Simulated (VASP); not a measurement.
Al2BiAs, 8 atoms in the cell. The structure is tetragonal, space group I-42d (No. 122). Conventional cell: a = 5.958 Å, b = 5.958 Å, c = 11.817 Å, α = 90.00°, β = 90.00°, γ = 90.00°. As (site symmetry -4) has 4 Al at 2.46 Å within 3.2 Å. Al (site symmetry 2) has 2 As at 2.46 Å and 2 Bi at 2.70 Å within 3.2 Å. Bi (site symmetry -4) has 4 Al at 2.70 Å within 3.6 Å. 

```yaml
Program: VASP 6.6.1
Task: single point
Functional: PBE
Potentials_or_basis: VASP PAW PBE potentials, release 64 (As, Al, Bi_d)
Cutoff: 520 eV
k_mesh: 6 × 6 × 6
Occupations: gaussian, width 0.01 eV
Spin: no spin polarisation
Dipole_correction: no
Further_INCAR_settings: ALGO = Normal; EDIFF = 1e-06; NBANDS = 36
```

Potentials or basis: VASP PAW PBE potentials, release 64 (As, Al, Bi_d).

Launch:

```bash
$ cat potpaw_PBE.64/As/POTCAR potpaw_PBE.64/Al/POTCAR potpaw_PBE.64/Bi_d/POTCAR > POTCAR
$ mpirun -np 1 vasp_std > vasp.out
```

Hardware: 1 thread of Intel(R) Xeon(R) 6975P-C (Granite Rapids), with other jobs on the host.

How long does it take, and how much memory?

It took 3.6 min on 1 thread of Intel(R) Xeon(R) 6975P-C (Granite Rapids), with other jobs on the host, peak memory 0.52 GiB. Counts: scf iterations 14, k points 30.
